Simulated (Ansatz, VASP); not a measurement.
Ti2B3 in VASP and in Ansatz

```
CELL_PARAMETERS angstrom
3.57709 0.00000 0.00000
-1.78854 3.09785 0.00000
0.00000 0.00000 4.39253
ATOMIC_POSITIONS crystal
Ti 0.66667 0.33333 0.50000
Ti 0.33333 0.66667 0.00000
B 0.00000 0.00000 0.74540
B 0.00000 0.00000 0.25460
B 0.66667 0.33333 0.00000
```

Change from the starting cell: species swapped into the Fe3Ge2 type (P-6m2, No. 187).

Alike in both runs: task single point; functional PBE; k mesh 6 × 6 × 4; occupations gaussian, width 0.1 eV; no spin polarisation.

|  | VASP | Ansatz |
| --- | --- | --- |
| version | VASP 6.6.1 | Ansatz 0.2.0 |
| potentials or method | VASP PAW PBE potentials, release 64 (Ti_sv, B), cutoff 520 eV | scalar-relativistic, plane waves, PAW |
| valence electrons in the cell | 33 | 33 |

|  | VASP | Ansatz | Ansatz less VASP |
| --- | --- | --- | --- |
| gap on the k mesh at the Fermi level (eV) | none | none | - |
| pressure (GPa) | 8.5 | 8.6 | +0.03 |
| traceless stress, the component that is largest in VASP (GPa) | -0.38 | -0.36 | +0.017 |
| rms of the force components (eV/Å) | 0.468 | 0.471 | +0.0031 |

Atom by atom the forces differ by 0.003 eV/Å (rms over components). A gap of «none» marks a metal or a gap that the smearing closes.
